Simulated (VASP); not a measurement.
Write the native input for VASP 6.6.1 that does the following.

```yaml
Task: single point
Functional: PBE
Potentials_or_basis: VASP PAW PBE potentials, release 64 (Nb_sv)
Cutoff: 520 eV
k_mesh: 9 × 9 × 9
Occupations: fermi-dirac, width 0.05 eV
Spin: non-collinear spin, zero start, spin-orbit coupling
Starting_moments: "[[0.0, 0.0, 0.0]] μB"
Dipole_correction: no
Further_INCAR_settings: ALGO = Normal; EDIFF = 1e-07; NBANDS = 24
```

The structure of Nb lies in POSCAR:

```
Nb
1.0
    0.0000000000      2.1150000000      2.1150000000
    2.1150000000      0.0000000000      2.1150000000
    2.1150000000      2.1150000000      0.0000000000
Nb
1
Direct
    0.0000000000      0.0000000000      0.0000000000
```

This isn't the form of Nb at room conditions, which is bcc.

The input as run:

INCAR

```
SYSTEM = Nb
PREC = Accurate
ENCUT = 520
EDIFF = 1E-7
ISMEAR = -1
SIGMA = 0.05
LREAL = .FALSE.
LASPH = .TRUE.
NELM = 150
ALGO = Normal
ISIF = 2
LWAVE = .FALSE.
LCHARG = .FALSE.
LNONCOLLINEAR = .TRUE.
MAGMOM = 0 0 0
LORBIT = 11
LSORBIT = .TRUE.
GGA_COMPAT = .FALSE.
LORBMOM = .TRUE.
LMAXMIX = 4
GGA = PE
NBANDS = 24
```

KPOINTS

```
regular mesh
0
G
  9 9 9
  0 0 0
```

Potentials or basis: VASP PAW PBE potentials, release 64 (Nb_sv).

Run with:

```sh
$ cat potpaw_PBE.64/Nb_sv/POTCAR > POTCAR
$ mpirun -np 1 vasp_ncl > vasp.out
```

Results of the run:

```json
{
 "Pressure": "-0.6 GPa",
 "Net moment": "0.00 μB per cell",
 "Valence electrons inside the program's atomic spheres": "Nb 10.62"
}
```

Run time: 49 s on 1 thread of AMD EPYC 7R13 Processor (Zen 3) (shared host), peak memory 0.17 GiB.
